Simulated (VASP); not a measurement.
A run of VASP 6.6.1:

File INCAR:

```
SYSTEM = Li
ALGO = Normal
EDIFF = 1E-6
ENCUT = 520
GGA = CA
ISIF = 2
ISMEAR = -1
LASPH = .TRUE.
LCHARG = .FALSE.
LREAL = .FALSE.
LWAVE = .FALSE.
NBANDS = 8
NELM = 80
PREC = Accurate
SIGMA = 0.05
```

KPOINTS

```
k-points
0
G
  14 14 14
  0 0 0
```

The input POSCAR:

```
Li
1.0
    2.6687814035      0.0000000000      0.0000000000
    0.0000000000      2.6687814035      0.0000000000
    0.0000000000      0.0000000000      2.6687814035
Li
1
Direct
    0.0000000000      0.0000000000      0.0000000000
```

Potentials or basis: VASP PAW LDA potentials, release 64 (Li_sv).

The run is started by

```sh
$ cat potpaw_LDA.64/Li_sv/POTCAR > POTCAR
$ mpirun -np 1 vasp_std > vasp.out
```

Hardware: 1 thread of AMD EPYC 9R45 96-Core Processor (Zen 5) (shared host).

**Question.** Estimate the wall time of this run.

**Answer.** It took 4.6 s on 1 thread of AMD EPYC 9R45 96-Core Processor (Zen 5) (shared host), peak memory 0.09 GiB. Counts: scf iterations 9, k points 120.
